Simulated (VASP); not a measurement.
# Ta (Im-3m) in VASP: a series of runs

Ta is run at these levels: PBEsol; tasks: relaxation of cell and atoms, single point.

Program: VASP 6.6.1. These are calculated values, not measurements. Logs are shortened: lines on timing, memory, paths and dates and some standing lists are left out, and cuts for length are marked.

## (1) The cell of the first run

It takes space group Im-3m (No. 229, cubic). The conventional cell has a = 3.281 Å, b = 3.281 Å, c = 3.281 Å, α = 90.00°, β = 90.00°, γ = 90.00°. Within 3.7 Å of Ta (site symmetry m-3m) lie 14 Ta at 2.84 to 3.28 Å.

## (2) Relaxation of cell and atoms, PBEsol

INCAR

```
SYSTEM = Ta
ALGO = Fast
EDIFF = 1E-6
EDIFFG = -0.001
ENCUT = 600
GGA = PS
IBRION = 2
ISIF = 3
ISMEAR = -1
LASPH = .True.
LCHARG = .False.
LREAL = .False.
LWAVE = .False.
NELM = 60
NSW = 80
PREC = Accurate
SIGMA = 0.15
```

KPOINTS

```
k-points
0
Gamma
  20 20 20
  0 0 0
```

POSCAR

```
Ta
1.0
   -1.6402597623      1.6402597623      1.6402597623
    1.6402597623     -1.6402597623      1.6402597623
    1.6402597623      1.6402597623     -1.6402597623
Ta
1
Direct
    0.0000000000      0.0000000000      0.0000000000
```

Potentials or basis: VASP PAW PBE potentials, release 64 (Ta_pv).

Launch:

```
> cat potpaw_PBE.64/Ta_pv/POTCAR > POTCAR
> mpirun -np 1 vasp_std > vasp.out
```

OUTCAR:

```text
SYSTEM = Ta
   EDIFF = 1E-6
   EDIFFG = -0.001
   ENCUT = 600
   GGA = PS
   IBRION = 2
   ISIF = 3
   ISMEAR = -1
   LASPH = .True.
   LREAL = .False.
   NELM = 60
   NSW = 80
   PREC = Accurate

 ion  position               nearest neighbor table
   1  0.000  0.000  0.000-

  LATTYP: Found a body centered cubic cell.
 ALAT       =     3.2805195246

  Lattice vectors:

 A1 = (  -1.6402597623,   1.6402597623,   1.6402597623)
 A2 = (   1.6402597623,  -1.6402597623,   1.6402597623)
 A3 = (   1.6402597623,   1.6402597623,  -1.6402597623)

Analysis of symmetry for initial positions (statically):
=====================================================================
 Subroutine PRICEL returns:
 Original cell was already a primitive cell.

 Routine SETGRP: Setting up the symmetry group for a
 body centered cubic supercell.

 Subroutine GETGRP returns: Found 48 space group operations
 (whereof 48 operations were pure point group operations)
 out of a pool of 48 trial point group operations.

The static configuration has the point symmetry O_h .

Analysis of symmetry for dynamics (positions and initial velocities):
=====================================================================
 Subroutine PRICEL returns:
 Original cell was already a primitive cell.

 Routine SETGRP: Setting up the symmetry group for a
 body centered cubic supercell.

 Subroutine GETGRP returns: Found 48 space group operations
 (whereof 48 operations were pure point group operations)
 out of a pool of 48 trial point group operations.

The dynamic configuration has the point symmetry O_h .

 Subroutine INISYM returns: Found 48 space group operations
 (whereof 48 operations are pure point group operations),
 and found     1 'primitive' translations

----------------------------------------------------------------------------------------

                                     Primitive cell

  volume of cell :      17.6522

  direct lattice vectors                    reciprocal lattice vectors
    -1.640259762  1.640259762  1.640259762     0.000000000  0.304829766  0.304829766
     1.640259762 -1.640259762  1.640259762     0.304829766  0.000000000  0.304829766
     1.640259762  1.640259762 -1.640259762     0.304829766  0.304829766  0.000000000

  length of vectors
     2.841013246  2.841013246  2.841013246     0.431094390  0.431094390  0.431094390
[... 102 lines left out ...]
  Thomas-Fermi vector in A             =   2.521489
   LORBIT       =      0    0 simple, 1 ext, 2 COOP (PROOUT), +10 PAW based schemes
   GGA     = PS    functional components
   LHFCALC =     F    Hartree Fock is set to
   AEXX    =    0.0000 exact exchange contribution
   IVDW    =     0    specifies the selected vdW correction
   LEPSILON=     F    determine dielectric tensor
   LRPA    =     F    only Hartree local field effects (RPA)
 conjugate gradient relaxation of ions
 non-spin polarized calculation
 RMM-DIIS sequential band-by-band and
  energy-cutoff  :      600.00
  volume of cell :       17.65
 maximum number of plane-waves:       606
   NGX = 11   NGY = 11   NGZ = 11

--------------------------------------- Ionic step        1  -------------------------------------------

 number of electron      11.0000002 magnetization

 Free energy of the ion-electron system (eV)
  ---------------------------------------------------
  ext. energy  EPLUGINS =         0.00000000
  ---------------------------------------------------
  free energy    TOTEN  =       -12.59883178 eV

  energy without entropy =      -12.50607847  energy(sigma->0) =      -12.55245513

------------------------ aborting loop because EDIFF is reached ----------------------------------------

  FORCE on cell =-STRESS in cart. coord.  units (eV):
  Direction    XX          YY          ZZ          XY          YZ          ZX
  --------------------------------------------------------------------------------------
  -------------------------------------------------------------------------------------
  Total        0.0961203      0.0961203      0.0961203      0.0000000      0.0000000     -0.0000000
  in kB        8.7242468      8.7242468      8.7242468      0.0000000      0.0000000     -0.0000000
  external PRESSURE =       8.7242468 kB  Pullay stress =       0.0000000 kB
[... 86 lines left out ...]
  FREE ENERGIE OF THE ION-ELECTRON SYSTEM (eV)
  ---------------------------------------------------
  free  energy   TOTEN  =       -12.5990066080 eV

  energy  without entropy=      -12.5058848269  energy(sigma->0) =      -12.55244572

[... ionic steps 4 to 8 ...]

--------------------------------------- Ionic step        9  -------------------------------------------

 number of electron      11.0000002 magnetization

------------------------ aborting loop because EDIFF is reached ----------------------------------------
[... 65 lines left out ...]
--------------------------------------- Ionic step       11  -------------------------------------------

 number of electron      11.0000002 magnetization

 Free energy of the ion-electron system (eV)
  ---------------------------------------------------
  ext. energy  EPLUGINS =         0.00000000
  ---------------------------------------------------
  free energy    TOTEN  =       -12.59900730 eV

  energy without entropy =      -12.50590880  energy(sigma->0) =      -12.55245805

 E-fermi :   5.4781     XC(G=0): -12.8114

 val. band max:        5.4767387774   @ k =  -0.3500   0.3500   0.0500
 cond. band min:       5.4823760232   @ k =   0.1000   0.0500   0.0500
 fundamental gap:      0.0056372458
 Fermi energy:         5.4780835258

 k-point     1 :       0.0000    0.0000    0.0000
  band No.  band energies     occupation
      1     -27.5026      2.00000
      2     -27.5026      2.00000
      3     -27.5026      2.00000
      4      -2.5392      2.00000
      5       6.1746      0.01907
      6       6.1746      0.01907
      7       6.1746      0.01907
      8       9.5025      0.00000
      9       9.5025      0.00000
[... 265 lines left out ...]
 k-point    24 :       0.2500    0.1000   -0.0000
  band No.  band energies     occupation
      1     -28.3549      2.00000
      2     -27.7825      2.00000
      3     -27.5517      2.00000
      4       0.7054      2.00000
      5       4.5193      1.99666
      6       5.0162      1.91204
      7       8.7859      0.00000
      8      10.1463      0.00000
      9      10.3761      0.00000

 [... further k-points ...]
[... 5 lines left out ...]
  --------------------------------------------------------------------------------------
  -------------------------------------------------------------------------------------
  Total       -0.0009288     -0.0009288     -0.0009288     -0.0000000     -0.0000000      0.0000000
  in kB       -0.0839727     -0.0839727     -0.0839727     -0.0000000     -0.0000000      0.0000000
  external PRESSURE =      -0.0839727 kB  Pullay stress =       0.0000000 kB
[... 16 lines left out ...]
  FREE ENERGIE OF THE ION-ELECTRON SYSTEM (eV)
  ---------------------------------------------------
  free  energy   TOTEN  =       -12.5990073016 eV

  energy  without entropy=      -12.5059088049  energy(sigma->0) =      -12.55245805

 reached required accuracy - stopping structural energy minimisation
```

OSZICAR:

```text
N       E                     dE             d eps       ncg     rms          rms(c)
DAV:   1     0.506225992290E+02    0.50623E+02   -0.71093E+03  4608   0.131E+03
DAV:   2    -0.123880724628E+02   -0.63011E+02   -0.62129E+02  5935   0.264E+02
DAV:   3    -0.130883890860E+02   -0.70032E+00   -0.68183E+00  5440   0.279E+01
DAV:   4    -0.130927762934E+02   -0.43872E-02   -0.43786E-02  5279   0.179E+00
[... 58 lines left out ...]
DAV:   1    -0.125990076083E+02   -0.28669E-06   -0.90217E-06  4594   0.445E-02    0.479E-03
RMM:   2    -0.125990073405E+02    0.26777E-06   -0.30234E-07  2307   0.635E-03
  10 F= -.12599007E+02 E0= -.12552457E+02  d E =0.338446E-07
       N       E                     dE             d eps       ncg     rms          rms(c)
DAV:   1    -0.125990073558E+02    0.25247E-06   -0.13903E-06  2310   0.182E-02    0.219E-03
RMM:   2    -0.125990073016E+02    0.54226E-07   -0.93594E-08  2268   0.342E-03
  11 F= -.12599007E+02 E0= -.12552458E+02  d E =0.727728E-07
```

CONTCAR:

```text
Ta
   1.00000000000000
    -1.6423815287261596    1.6423815287261596    1.6423815287261596
     1.6423815287261596   -1.6423815287261596    1.6423815287261596
     1.6423815287261596    1.6423815287261596   -1.6423815287261596
  Ta
     1
Direct
     0.0000000000000000    0.0000000000000000    0.0000000000000000

  0.00000000E+00  0.00000000E+00  0.00000000E+00
```

Run time: 53 s. Hardware: 1 thread of Intel Xeon 6975P-C (Granite Rapids), shared host; peak memory 0.19 GiB.

Results:

```
Free energy                            : -12.5990 eV
Relaxed volume                         : 17.72 Å³/atom
Relaxed cell                           : a = 2.845 Å, b = 2.845 Å, c = 2.845 Å, α = 109.47°, β = 109.47°, γ = 109.47°
Space group after relaxing (to 0.05 Å) : Im-3m (No. 229)
Energy gained by relaxing              : 0.2 meV/atom
Ionic steps                            : 11
Pressure after relaxing                : 0.0 GPa
```

The path:
```tsv
step	energy change (eV)	largest force (eV/Å)	pressure (GPa)	volume (Å³)
1	0.0000	0.0000	0.87	17.65
2	0.0010	0.0000	-2.11	17.90
3	-0.0002	0.0000	-0.02	17.72
4	-0.0002	0.0000	-0.03	17.72
5	-0.0001	0.0000	0.43	17.69
6	-0.0002	0.0000	0.11	17.72
7	-0.0002	0.0000	-0.01	17.72
8	-0.0002	0.0000	-0.02	17.72
9	-0.0002	0.0000	-0.03	17.72
10	-0.0002	0.0000	-0.03	17.72
11	-0.0002	0.0000	-0.01	17.72
```

Final structure:
```
CELL_PARAMETERS angstrom
-1.64238 1.64238 1.64238
1.64238 -1.64238 1.64238
1.64238 1.64238 -1.64238
ATOMIC_POSITIONS crystal
Ta 0.00000 0.00000 0.00000
```

Levels at points of the mesh, in eV from the Fermi level:
```
           k point  band 2  band 3  band 4  band 5  band 6  band 7  band 8  band 9
(0.00, 0.00, 0.00)  -32.98  -32.98   -8.02    0.70    0.70    0.70    4.02    4.02
(0.50, 0.00, 0.00)  -33.38  -32.99   -4.49   -1.63    1.66    3.92    4.96    7.95
(0.50, 0.50, 0.50)  -33.85  -33.85   -3.94   -3.94    6.95    6.95    6.95    8.79
```

Caveat: the PAW data sets were made with another functional, which shifts forces and pressure a little; spin-orbit coupling is left out, which moves the levels of the heavy elements. Zero-point motion and thermal expansion aren't in these numbers.

## (3) Single point, PBEsol (volume scaled by 0.94)

INCAR

```
SYSTEM = Ta
PREC     = Accurate       ! precision mode
ENCUT    = 520            ! plane-wave cutoff, eV
EDIFF    = 1E-6           ! SCF threshold, eV
ISMEAR   = 0              ! smearing method
SIGMA    = 0.1            ! smearing width, eV
LREAL    = .FALSE.        ! projectors in reciprocal space
LASPH    = .TRUE.         ! aspherical terms in the spheres
NELM     = 80             ! most SCF steps
ALGO     = Normal         ! electronic algorithm
ISIF     = 2              ! what is computed and relaxed
LWAVE    = .FALSE.        ! write WAVECAR
LCHARG   = .FALSE.        ! write CHGCAR
GGA      = PS             ! functional
NBANDS   = 12             ! bands
```

KPOINTS

```
Automatic mesh
0
G
  18 18 18
  0 0 0
```

POSCAR

```
Ta
1.0
   -1.6067756778      1.6067756778      1.6067756778
    1.6067756778     -1.6067756778      1.6067756778
    1.6067756778      1.6067756778     -1.6067756778
Ta
1
Direct
    0.0000000000      0.0000000000      0.0000000000
```

Potentials or basis: VASP PAW PBE potentials, release 64 (Ta_pv).

Launch:

```
> cat potpaw_PBE.64/Ta_pv/POTCAR > POTCAR
> mpirun -np 1 vasp_std > vasp.out
```

OUTCAR:

```text
SYSTEM = Ta
   PREC = Accurate
   ENCUT = 520
   EDIFF = 1E-6
   ISMEAR = 0
   LREAL = .FALSE.
   LASPH = .TRUE.
   NELM = 80
   ISIF = 2
   GGA = PS

 ion  position               nearest neighbor table
   1  0.000  0.000  0.000-

  LATTYP: Found a body centered cubic cell.
 ALAT       =     3.2135513556

  Lattice vectors:

 A1 = (  -1.6067756778,   1.6067756778,   1.6067756778)
 A2 = (   1.6067756778,  -1.6067756778,   1.6067756778)
 A3 = (   1.6067756778,   1.6067756778,  -1.6067756778)
[... 539 lines left out ...]
     12      20.9754      0.00000

 [... further k-points ...]

------------------------ aborting loop because EDIFF is reached ----------------------------------------

  FORCE on cell =-STRESS in cart. coord.  units (eV):
  Direction    XX          YY          ZZ          XY          YZ          ZX
  --------------------------------------------------------------------------------------
  -------------------------------------------------------------------------------------
  Total        1.5456348      1.5456348      1.5456348      0.0000000     -0.0000000      0.0000000
  in kB      149.2422318    149.2422318    149.2422318      0.0000000     -0.0000000      0.0000000
  external PRESSURE =     149.2422318 kB  Pullay stress =       0.0000000 kB

 VOLUME and BASIS-vectors are now :
 -----------------------------------------------------------------------------
  energy-cutoff  :      520.00
  volume of cell :       16.59
      direct lattice vectors                 reciprocal lattice vectors
    -1.606775678  1.606775678  1.606775678     0.000000000  0.311182206  0.311182206
     1.606775678 -1.606775678  1.606775678     0.311182206  0.000000000  0.311182206
     1.606775678  1.606775678 -1.606775678     0.311182206  0.311182206  0.000000000

 POSITION                                       TOTAL-FORCE (eV/Angst)
 -----------------------------------------------------------------------------------
      0.00000      0.00000      0.00000        -0.000000      0.000000     -0.000000
 -----------------------------------------------------------------------------------
    total drift:                                0.000000      0.000000      0.000000

  FREE ENERGIE OF THE ION-ELECTRON SYSTEM (eV)
  ---------------------------------------------------
  free  energy   TOTEN  =       -12.5077307349 eV

  energy  without entropy=      -12.5021872739  energy(sigma->0) =      -12.50495900
```

OSZICAR:

```text
N       E                     dE             d eps       ncg     rms          rms(c)
DAV:   1     0.601752001850E+02    0.60175E+02   -0.61612E+03  4708   0.890E+02
DAV:   2    -0.120183915588E+02   -0.72194E+02   -0.70454E+02  5204   0.248E+02
DAV:   3    -0.129544018179E+02   -0.93601E+00   -0.92929E+00  5588   0.268E+01
DAV:   4    -0.129564148230E+02   -0.20130E-02   -0.20129E-02  5080   0.140E+00
DAV:   5    -0.129564202233E+02   -0.54003E-05   -0.54004E-05  5588   0.688E-02    0.160E+01
DAV:   6    -0.126194713793E+02    0.33695E+00   -0.25679E-01  5480   0.539E+00    0.803E+00
DAV:   7    -0.125094678784E+02    0.11000E+00   -0.23355E-01  5456   0.483E+00    0.386E-01
DAV:   8    -0.125077540655E+02    0.17138E-02   -0.48713E-03  4908   0.680E-01    0.819E-02
DAV:   9    -0.125077330515E+02    0.21014E-04   -0.63069E-05  5468   0.895E-02    0.246E-02
DAV:  10    -0.125077309693E+02    0.20821E-05   -0.25721E-06  5040   0.177E-02    0.383E-03
DAV:  11    -0.125077307349E+02    0.23440E-06   -0.51134E-08  2644   0.247E-03
   1 F= -.12507731E+02 E0= -.12504959E+02  d E =-.554346E-02
```

Run time: 19 s. Hardware: 1 thread of Intel Xeon 6975P-C (Granite Rapids), shared host; peak memory 0.17 GiB.

What came out:

* Free energy: -12.5077 eV
* Pressure: 14.9 GPa

Caveat: the cell differs from its parent crystal (volume scaled by 0.94); the PAW data sets were made with another functional, which shifts forces and pressure a little; spin-orbit coupling is left out, which moves the levels of the heavy elements.

## (4) Single point, PBEsol (volume scaled by 0.97)

INCAR

```
SYSTEM = Ta
ALGO = Normal
EDIFF = 1E-6
ENCUT = 520
GGA = PS
ISIF = 2
ISMEAR = 0
LASPH = .True.
LCHARG = .False.
LREAL = .False.
LWAVE = .False.
NBANDS = 12
NELM = 80
PREC = Accurate
SIGMA = 0.1
```

KPOINTS

```
k-points
0
Gamma
  18 18 18
  0 0 0
```

POSCAR

```
Ta
1.0
   -1.6236903490      1.6236903490      1.6236903490
    1.6236903490     -1.6236903490      1.6236903490
    1.6236903490      1.6236903490     -1.6236903490
Ta
1
Direct
    0.0000000000      0.0000000000      0.0000000000
```

Launch:

```
> cat potpaw_PBE.64/Ta_pv/POTCAR > POTCAR
> mpirun -np 1 vasp_std > vasp.out
```

It took 19 s on 1 thread of Intel Xeon 6975P-C (Granite Rapids), shared host; peak memory 0.17 GiB.

The run converged. Its results:

* Free energy: -12.5437 eV
* Pressure: 6.9 GPa

Levels at points of the mesh, in eV from the Fermi level:
| k point | band 2 | band 3 | band 4 | band 5 | band 6 | band 7 | band 8 | band 9 |
| --- | --- | --- | --- | --- | --- | --- | --- | --- |
| (0.00, 0.00, 0.00) | -32.82 | -32.82 | -8.12 | 0.72 | 0.72 | 0.72 | 4.17 | 4.17 |
| (0.50, 0.00, 0.00) | -33.27 | -32.83 | -4.62 | -1.71 | 1.86 | 4.08 | 5.17 | 8.32 |
| (0.50, 0.50, 0.50) | -33.78 | -33.78 | -4.13 | -4.13 | 7.27 | 7.27 | 7.27 | 9.14 |

Caveat: the cell differs from its parent crystal (volume scaled by 0.97); the PAW data sets were made with another functional, which shifts forces and pressure a little; spin-orbit coupling is left out, which moves the levels of the heavy elements.

(Part 1 of 2 ends here.)
